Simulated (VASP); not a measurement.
# LiF (Fm-3m) in VASP: further runs

LiF is run at these levels: PBE+D3(BJ); tasks: single point, relaxation of cell and atoms.

Program: VASP 6.6.1. These are calculated values, not measurements. Logs are shortened: lines on timing, memory, paths and dates and some standing lists are left out, and cuts for length are marked.

## 1. The cell of the first run

It takes space group Fm-3m (No. 225, cubic). Conventional cell: a = 4.001 Å, b = 4.001 Å, c = 4.001 Å, α = 90.00°, β = 90.00°, γ = 90.00°. Within 2.7 Å of Li (site symmetry m-3m) lie 6 F at 2.00 Å. Within 2.7 Å of F (site symmetry m-3m) lie 6 Li at 2.00 Å.

## 2. Single point, PBE+D3(BJ)

INCAR

```
SYSTEM = LiF
ALGO     = Normal         ! electronic algorithm
EDIFF    = 1E-7           ! SCF threshold, eV
ENCUT    = 520            ! plane-wave cutoff, eV
GGA      = PE             ! functional
ISIF     = 2              ! what is computed and relaxed
ISMEAR   = 0              ! smearing method
IVDW     = 12             ! dispersion correction
LASPH    = .True.         ! aspherical terms in the spheres
LCHARG   = .False.        ! write CHGCAR
LREAL    = .False.        ! projectors in reciprocal space
LWAVE    = .False.        ! write WAVECAR
NBANDS   = 12             ! bands
NELM     = 60             ! most SCF steps
PREC     = Accurate       ! precision mode
SIGMA    = 0.02           ! smearing width, eV
```

KPOINTS

```
k-points
0
Gamma
  10 10 10
  0 0 0
```

POSCAR

```
LiF
1.0
    0.0000000000      2.0003192969      2.0003192969
    2.0003192969      0.0000000000      2.0003192969
    2.0003192969      2.0003192969      0.0000000000
Li F
1 1
Direct
    0.0000000000      0.0000000000      0.0000000000
    0.5000000000      0.5000000000      0.5000000000
```

Potentials or basis: VASP PAW PBE potentials, release 64 (Li_sv, F).

The run is started by

```bash
cat potpaw_PBE.64/Li_sv/POTCAR potpaw_PBE.64/F/POTCAR > POTCAR
mpirun -np 1 vasp_std > vasp.out
```

OUTCAR:

```text
SYSTEM = LiF
   EDIFF = 1E-7
   ENCUT = 520
   GGA = PE
   ISIF = 2
   ISMEAR = 0
   IVDW = 12
   LASPH = .True.
   LREAL = .False.
   NELM = 60
   PREC = Accurate
 IVDW          = 12

 ion  position               nearest neighbor table
   1  0.000  0.000  0.000-   2 2.00   2 2.00   2 2.00   2 2.00   2 2.00   2 2.00
   2  0.500  0.500  0.500-   1 2.00   1 2.00   1 2.00   1 2.00   1 2.00   1 2.00

  LATTYP: Found a face centered cubic cell.
 ALAT       =     4.0006385938

  Lattice vectors:

 A1 = (   0.0000000000,   2.0003192969,   2.0003192969)
 A2 = (   2.0003192969,   0.0000000000,   2.0003192969)
 A3 = (   2.0003192969,   2.0003192969,   0.0000000000)

Analysis of symmetry for initial positions (statically):
=====================================================================
 Subroutine PRICEL returns:
 Original cell was already a primitive cell.

 Routine SETGRP: Setting up the symmetry group for a
 face centered cubic supercell.

 Subroutine GETGRP returns: Found 48 space group operations
 (whereof 48 operations were pure point group operations)
 out of a pool of 48 trial point group operations.

The static configuration has the point symmetry O_h .

Analysis of symmetry for dynamics (positions and initial velocities):
=====================================================================
 Subroutine PRICEL returns:
 Original cell was already a primitive cell.

 Routine SETGRP: Setting up the symmetry group for a
 face centered cubic supercell.

 Subroutine GETGRP returns: Found 48 space group operations
 (whereof 48 operations were pure point group operations)
 out of a pool of 48 trial point group operations.

The dynamic configuration has the point symmetry O_h .

 Subroutine INISYM returns: Found 48 space group operations
 (whereof 48 operations are pure point group operations),
 and found     1 'primitive' translations

----------------------------------------------------------------------------------------

                                     Primitive cell

  volume of cell :      16.0077

  direct lattice vectors                    reciprocal lattice vectors
     0.000000000  2.000319297  2.000319297    -0.249960094  0.249960094  0.249960094
     2.000319297  0.000000000  2.000319297     0.249960094 -0.249960094  0.249960094
     2.000319297  2.000319297  0.000000000     0.249960094  0.249960094 -0.249960094

  length of vectors
     2.828878679  2.828878679  2.828878679     0.432943583  0.432943583  0.432943583

  position of ions in fractional coordinates (direct lattice)
     0.000000000  0.000000000  0.000000000
     0.500000000  0.500000000  0.500000000

  ion indices of the primitive-cell ions
   primitive index   ion index
                 1           1
                 2           2

----------------------------------------------------------------------------------------

 KPOINTS: k-points

Automatic generation of k-mesh.
 Grid dimensions read from file:
 generate k-points for:   10   10   10

 Generating k-lattice:

  Cartesian coordinates                     Fractional coordinates (reciprocal lattice)
    -0.024996009  0.024996009  0.024996009     0.100000000  0.000000000  0.000000000
     0.024996009 -0.024996009  0.024996009     0.000000000  0.100000000  0.000000000
     0.024996009  0.024996009 -0.024996009     0.000000000  0.000000000  0.100000000

  Length of vectors
     0.043294358  0.043294358  0.043294358

  Shift w.r.t. Gamma in fractional coordinates (k-lattice)
     0.000000000  0.000000000  0.000000000

 Subroutine IBZKPT returns following result:
 ===========================================

 Found     47 irreducible k-points:

 Following reciprocal coordinates:
            Coordinates               Weight
  0.000000  0.000000  0.000000      1.000000
  0.100000  0.000000  0.000000      8.000000
  0.200000  0.000000  0.000000      8.000000
  0.300000  0.000000  0.000000      8.000000
  0.400000  0.000000  0.000000      8.000000
  0.500000  0.000000  0.000000      4.000000
[... 16 lines left out ...]
  0.300000  0.300000  0.000000      6.000000
  0.400000  0.300000  0.000000     24.000000
 [... further k-points ...]
   k-points           NKPTS =     47   k-points in BZ     NKDIM =     47   number of bands    NBANDS=     12
   number of dos      NEDOS =    301   number of ions     NIONS =      2
   total plane-waves  NPLWV =  13824
   dimension x,y,z NGX =    24 NGY =   24 NGZ =   24
   dimension x,y,z NGXF=    48 NGYF=   48 NGZF=   48
   ions per type =               1   1
   NGX,Y,Z   is equivalent  to a cutoff of  14.10, 14.10, 14.10 a.u.
   NGXF,Y,Z  is equivalent  to a cutoff of  28.21, 28.21, 28.21 a.u.
 SYSTEM =  LiF
   PREC   = accura    normal or accurate (medium, high low for compatibility)
   ISTART =      0    job   : 0-new  1-cont  2-samecut
   ICHARG =      2    charge: 1-file 2-atom 10-const
   ISPIN  =      1    spin polarized calculation?
   LNONCOLLINEAR =      F non collinear calculations
   LSORBIT =      F    spin-orbit coupling
   LASPH  =      T    aspherical Exc in radial PAW
   ENCUT  =  520.0 eV  38.22 Ry    6.18 a.u.   5.26  5.26  5.26*2*pi/ulx,y,z
   NELM   =     60;   NELMIN=  2; NELMDL= -5     # of ELM steps
   EDIFF  = 0.1E-06   stopping-criterion for ELM
   LREAL  =      F    real-space projection
   EDIFFG = 0.1E-05   stopping-criterion for IOM
   NSW    =      0    number of steps for IOM
   IBRION =     -1    ionic relax: 0-MD 1-quasi-New 2-CG
   NFREE  =      0    steps in history (QN), initial steepest desc. (CG)
   ISIF   =      2    stress and relaxation
   ISYM   =      2    0-nonsym 1-usesym 2-fastsym
   POTIM  = 0.5000    time-step for ionic-motion
   TEBEG  =    0.0;   TEEND  =   0.0 temperature during run
   PSTRESS=    0.0 pullay stress
   NELECT =      10.0000    total number of electrons
   NUPDOWN=      -1.0000    fix difference up-down
   EMIN   =  10.00;   EMAX   =-10.00  energy-range for DOS
   EFERMI =   0.00;   METHOD = LEGACY
   ISMEAR =     0;   SIGMA  =   0.02  broadening in eV -4-tet -1-fermi 0-gaus
   EFERMI_NEDOS =   21; number of points for ismear=-14 and -15
   IALGO  =     38    algorithm
   IMIX   =      4    mixing-type and parameters
     AMIX     =   0.40;   BMIX     =  1.00
     AMIX_MAG =   1.60;   BMIX_MAG =  1.00
  volume/ion in A,a.u.               =       8.00        54.01
  Fermi-wavevector in a.u.,A,eV,Ry     =   1.399476  2.644626 26.647467  1.958534
  Thomas-Fermi vector in A             =   2.522532
   LORBIT       =      0    0 simple, 1 ext, 2 COOP (PROOUT), +10 PAW based schemes
   GGA     = PE    functional components
   LHFCALC =     F    Hartree Fock is set to
   AEXX    =    0.0000 exact exchange contribution
   IVDW    =    12    specifies the selected vdW correction
   LEPSILON=     F    determine dielectric tensor
   LRPA    =     F    only Hartree local field effects (RPA)
 non-spin polarized calculation
 Gauss-broadening in eV      SIGMA  =   0.02
  energy-cutoff  :      520.00
  volume of cell :       16.01
 maximum number of plane-waves:       444
 NGX is ok and might be reduce to    24
   NGX = 11   NGY = 11   NGZ = 11

 number of electron      10.0000000 magnetization

 number of electron       9.9999995 magnetization

 Free energy of the ion-electron system (eV)
  ---------------------------------------------------
  ext. energy  EPLUGINS =         0.00000000
  ---------------------------------------------------
  free energy    TOTEN  =        -9.63144109 eV

  energy without entropy =       -9.63144109  energy(sigma->0) =       -9.63144109

 E-fermi :  -0.7899     XC(G=0): -10.0825

 val. band max:       -0.8933395794   @ k =   0.0000   0.0000   0.0000
 cond. band min:       8.3845295582   @ k =   0.0000   0.0000   0.0000
 fundamental gap:      9.2778691376
 Fermi energy:        -0.7899174826

 k-point     1 :       0.0000    0.0000    0.0000
  band No.  band energies     occupation
      1     -41.7684      2.00000
      2     -20.9238      2.00000
      3      -0.8933      2.00000
      4      -0.8933      2.00000
      5      -0.8933      2.00000
      6       8.3845      0.00000
      7      23.3466      0.00000
      8      23.3466      0.00000
      9      23.3466      0.00000
     10      23.6333      0.00000
     11      23.6333      0.00000
     12      23.6333      0.00000

 k-point     2 :       0.1000    0.0000    0.0000
  band No.  band energies     occupation
      1     -41.7624      2.00000
      2     -20.8842      2.00000
      3      -1.1871      2.00000
      4      -0.9170      2.00000
      5      -0.9170      2.00000
      6       8.6723      0.00000
      7      20.5857      0.00000
      8      22.0490      0.00000
      9      22.0490      0.00000
     10      24.7077      0.00000
     11      24.7077      0.00000
     12      24.7858      0.00000

 k-point     3 :       0.2000    0.0000    0.0000
  band No.  band energies     occupation
      1     -41.7465      2.00000
      2     -20.7763      2.00000
      3      -1.8923      2.00000
      4      -0.9778      2.00000
      5      -0.9778      2.00000
      6       9.3155      0.00000
      7      18.1040      0.00000
      8      20.5310      0.00000
      9      20.5310      0.00000
     10      25.7794      0.00000
     11      26.0712      0.00000
     12      26.0712      0.00000
[... 286 lines left out ...]
 k-point    23 :       0.3000    0.3000    0.0000
  band No.  band energies     occupation
      1     -41.7149      2.00000
      2     -20.4903      2.00000
      3      -2.8438      2.00000
      4      -1.5760      2.00000
      5      -1.5760      2.00000
      6      11.5616      0.00000
      7      17.1551      0.00000
      8      18.3614      0.00000
      9      19.7483      0.00000
     10      19.7483      0.00000
     11      34.0298      0.00000
     12      34.0729      0.00000

 k-point    24 :       0.4000    0.3000    0.0000
  band No.  band energies     occupation
      1     -41.7031      2.00000
      2     -20.3753      2.00000
      3      -3.2734      2.00000
      4      -1.7921      2.00000
      5      -1.6771      2.00000
      6      12.3808      0.00000
      7      16.0237      0.00000
      8      17.8644      0.00000
      9      19.4966      0.00000
     10      20.5643      0.00000
     11      33.4968      0.00000
     12      34.3837      0.00000

 [... further k-points ...]

------------------------ aborting loop because EDIFF is reached ----------------------------------------

 Edisp (eV)   -0.36437

 E8    (eV) :    -0.1337

  FORCE on cell =-STRESS in cart. coord.  units (eV):
  Direction    XX          YY          ZZ          XY          YZ          ZX
  --------------------------------------------------------------------------------------
  -------------------------------------------------------------------------------------
  Total      -0.04666    -0.04666    -0.04666     0.00000     0.00000     0.00000
  in kB      -4.67013    -4.67013    -4.67013     0.00000     0.00000     0.00000
  external pressure =       -4.67 kB  Pullay stress =        0.00 kB

 VOLUME and BASIS-vectors are now :
 -----------------------------------------------------------------------------
  energy-cutoff  :      520.00
  volume of cell :       16.01
      direct lattice vectors                 reciprocal lattice vectors
     0.000000000  2.000319297  2.000319297    -0.249960094  0.249960094  0.249960094
     2.000319297  0.000000000  2.000319297     0.249960094 -0.249960094  0.249960094
     2.000319297  2.000319297  0.000000000     0.249960094  0.249960094 -0.249960094

 POSITION                                       TOTAL-FORCE (eV/Angst)
 -----------------------------------------------------------------------------------
      0.00000      0.00000      0.00000         0.000000      0.000000     -0.000000
      2.00032      2.00032      2.00032        -0.000000      0.000000      0.000000
 -----------------------------------------------------------------------------------
    total drift:                               -0.000000     -0.000000      0.000000

  FREE ENERGIE OF THE ION-ELECTRON SYSTEM (eV)
  ---------------------------------------------------
  free  energy   TOTEN  =        -9.9958068951 eV

  energy  without entropy=       -9.9958068951  energy(sigma->0) =       -9.99580690
```

It took 3.7 s on 1 thread of Intel Xeon 6975P-C (Granite Rapids), shared host; peak memory 0.14 GiB.

What came out:

| Quantity | Value |
| --- | --- |
| Free energy | -9.9958 eV |
| Band gap on the k mesh | 9.28 eV, direct |
| Dispersion energy per atom | -0.182 eV |

Levels at points of the mesh, in eV from the valence-band top:
```
           k point  band 3  band 4  band 5  band 6  band 7  band 8
(0.00, 0.00, 0.00)    0.00    0.00    0.00    9.28   24.24   24.24
(0.50, 0.00, 0.00)   -2.58   -0.23   -0.23   10.88   16.98   19.06
(0.50, 0.50, 0.00)   -3.09   -1.03   -1.03   15.00   16.57   17.70
```

Caveat: the cutoff is under 1.25 times the usual one of these potentials, so pressure, stress and relaxed cells hold a basis-set (Pulay) error. A hybrid or GW would open this gap; PBE tends to underestimate it.

## 3. Relaxation of cell and atoms, PBE+D3(BJ)

This run uses another cell than the first one, of 8.03 Å³/atom, 1.003 times its volume.

INCAR

```
ALGO = Normal ; EDIFF = 1E-7
EDIFFG = -0.01 ; ENCUT = 600
GGA = PE ; IBRION = 2
ISIF = 3 ; ISMEAR = 0
IVDW = 12 ; LASPH = T
LCHARG = F ; LREAL = F
LWAVE = F ; NELM = 100
NSW = 100 ; PREC = Accurate
SIGMA = 0.02
```

KPOINTS

```
k-points
0
Gamma
  10 10 10
```

POSCAR

```
LiF
1.0
    0.0000000000      2.0023110321      2.0023110321
    2.0023110321      0.0000000000      2.0023110321
    2.0023110321      2.0023110321      0.0000000000
Li F
1 1
Direct
    0.0000000000      0.0000000000      0.0000000000
    0.5000000000      0.5000000000      0.5000000000
```

Potentials or basis: VASP PAW PBE potentials, release 64 (Li_sv, F).

The run is started by

```bash
cat potpaw_PBE.64/Li_sv/POTCAR potpaw_PBE.64/F/POTCAR > POTCAR
mpirun -np 1 vasp_std > vasp.out
```

It took 6.3 s on 1 thread of Intel Xeon 6975P-C (Granite Rapids), shared host; peak memory 0.14 GiB.

It converged, with:

```yaml
Free_energy: -9.9990 eV
Relaxed_volume: 7.90 Å³/atom
Relaxed_cell: a = 2.817 Å, b = 2.817 Å, c = 2.817 Å, α = 60.00°, β = 60.00°, γ = 60.00°
Space_group_after_relaxing_to_0.05_Å: Fm-3m (No. 225)
Energy_gained_by_relaxing: 0.4 meV/atom
Ionic_steps: 3
Pressure_after_relaxing: 0.1 GPa
Band_gap_on_the_k_mesh: 9.39 eV, direct
Dispersion_energy_per_atom: -0.185 eV
```

The path:
```
step  energy change (eV)  largest force (eV/Å)  pressure (GPa)  volume (Å³)
   1              0.0000                0.0000           -1.05        16.06
   2             -0.0006                0.0000           -0.47        15.93
   3             -0.0007                0.0000            0.13        15.80
```

Final structure:
```yaml
crystal:
  lattice:
    - [0.00000, 1.99183, 1.99183]
    - [1.99183, 0.00000, 1.99183]
    - [1.99183, 1.99183, 0.00000]
  atoms:
    - { symbol: Li, position: [0.00000, 0.00000, 0.00000] }
    - { symbol: F, position: [0.50000, 0.50000, 0.50000] }
```

Levels at points of the mesh, in eV from the valence-band top:
```csv
k point,band 3,band 4,band 5,band 6,band 7,band 8
"(0.00, 0.00, 0.00)",0.00,0.00,0.00,9.39,24.41,24.41
"(0.50, 0.00, 0.00)",-2.62,-0.24,-0.24,10.95,17.13,19.17
"(0.50, 0.50, 0.00)",-3.15,-1.05,-1.05,15.13,16.63,17.86
```

Caveat: the cutoff is under 1.25 times the usual one of these potentials, so pressure, stress and relaxed cells hold a basis-set (Pulay) error.

## 4. Single point, PBE+D3(BJ)

This run uses another cell than the first one, of 8.03 Å³/atom, 1.003 times its volume.

INCAR

```
SYSTEM = LiF
  ALGO = Normal
  EDIFF = 1E-6
  ENCUT = 750
  GGA = PE
  GGA_COMPAT = .False.
  ISIF = 2
  ISMEAR = 0
  IVDW = 12
  LASPH = .True.
  LCHARG = .False.
  LREAL = .False.
  LWAVE = .False.
  NBANDS = 12
  NELM = 120
  PREC = Accurate
  SIGMA = 0.1
```

KPOINTS

```
k-points
0
Gamma
  8 8 8
  0 0 0
```

POSCAR is that of step 3.

The run is started by

```bash
cat potpaw_PBE.64/Li_sv/POTCAR potpaw_PBE.64/F/POTCAR > POTCAR
mpirun -np 1 vasp_std > vasp.out
```

It took 18 s on 1 thread of Intel Xeon 8259CL, shared host; peak memory 0.16 GiB.

Results (log left out):

```
Free energy                : -10.0013 eV
Pressure                   : -1.0 GPa
Band gap on the k mesh     : 9.23 eV, direct
Dispersion energy per atom : -0.182 eV
```

Levels at points of the mesh, in eV from the valence-band top:
| k point | band 2 | band 3 | band 4 | band 5 | band 6 | band 7 | band 8 | band 9 |
| --- | --- | --- | --- | --- | --- | --- | --- | --- |
| (0.00, 0.00, 0.00) | -20.02 | 0.00 | 0.00 | 0.00 | 9.24 | 24.20 | 24.20 | 24.20 |
| (0.50, 0.00, 0.00) | -19.57 | -2.57 | -0.23 | -0.23 | 10.87 | 16.94 | 19.04 | 19.04 |
| (0.50, 0.50, 0.00) | -19.29 | -3.08 | -1.02 | -1.02 | 14.98 | 16.56 | 17.65 | 20.45 |

A k mesh can miss the band edges.

(Continued in part 2 of 2.)
